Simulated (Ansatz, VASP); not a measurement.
MgO2 in VASP and in Ansatz

```
CELL_PARAMETERS angstrom
1.60476 0.92651 3.77350
-1.60476 0.92651 3.77350
0.00000 -1.85302 3.77350
ATOMIC_POSITIONS crystal
Mg 0.00000 0.00000 0.00000
O 0.42879 0.42879 0.42879
O 0.57121 0.57121 0.57121
```

Change from the starting cell: strain +0.000 along x and y, +0.080 along z, atoms carried along.

Alike in both runs: task single point; functional PBEsol; k mesh 12 × 12 × 12; occupations gaussian, width 0.05 eV; no spin polarisation.

|  | VASP | Ansatz |
| --- | --- | --- |
| version | VASP 6.6.1 | Ansatz 0.2.0 |
| potentials or method | VASP PAW PBE potentials, release 64 (Mg, O), cutoff 520 eV | scalar-relativistic, plane waves, PAW |
| valence electrons in the cell | 14 | 22 |

```csv
,VASP,Ansatz,Ansatz less VASP
gap on the k mesh at the Fermi level (eV),0.80,0.82,+0.018
least direct gap on the mesh (eV),0.80,0.82,+0.018
pressure (GPa),-15.3,-14.9,+0.41
"traceless stress, the component that is largest in VASP (GPa)",-20.72,-21.14,-0.418
rms of the force components (eV/Å),0.667,0.704,+0.0373
```

VASP's potentials were made for PBE, not for PBEsol. Atom by atom the forces differ by 0.037 eV/Å (rms over components). The functional is the same, so the differences come from potentials, cutoffs and numerics. VASP's potentials hold 14 valence electrons a cell and Ansatz's 22, so a difference there can come from the potentials and not from the codes.
